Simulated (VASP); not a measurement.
Runs of VASP 6.6.1 on BN. The structure is that of space group I-4m2 (No. 119), or close to it. The cells are those of the table. 

| cell | gap on the mesh (eV) | pressure (GPa) |
| --- | --- | --- |
| a = 2.725, b = 2.725, c = 2.349 Å, angles 64.5, 64.5, 51.1°, 2 atoms | 2.39 | (b) |
| a = 2.512, b = 2.512, c = 2.707 Å, angles 57.4, 57.4, 65.2°, 2 atoms | 2.58 | -4.7 |
| a = 2.496, b = 2.496, c = 2.960 Å, angles 53.6, 53.6, 72.7°, 2 atoms | 0.34 | -9.2 |
| a = 2.498, b = 2.498, c = 2.785 Å, angles 56.1, 56.1, 67.8°, 2 atoms | 1.81 | -5.7 |
| a = 2.855, b = 2.855, c = 2.240 Å, angles 66.9, 66.9, 46.2°, 2 atoms | 0.19 | (a) |
| a = 2.665, b = 2.665, c = 2.413 Å, angles 63.1, 63.1, 53.8°, 2 atoms | 3.27 | -3.4 |
| a = 2.492, b = 2.492, c = 2.878 Å, angles 54.7, 54.7, 70.5°, 2 atoms | 1.34 | -7.5 |
| a = 2.797, b = 2.797, c = 2.284 Å, angles 65.9, 65.9, 48.2°, 2 atoms | 1.28 | 1.7 |
| a = 2.533, b = 2.533, c = 2.636 Å, angles 58.6, 58.6, 62.7°, 2 atoms | 3.59 | -4.2 |

Alike in all rows: task single point; level r2SCAN; potentials or basis VASP PAW PBE potentials, release 64 (B, N); no spin polarisation; k mesh 12 × 12 × 12; cutoff (eV) 520; smearing gaussian 0.05 eV.

Task: Fill in the values left out.

Result: (a) 5.5; (b) -1.8.

Caveats: the PAW data sets were made with another functional, which shifts forces and pressure a little.

A k mesh can miss the band edges.
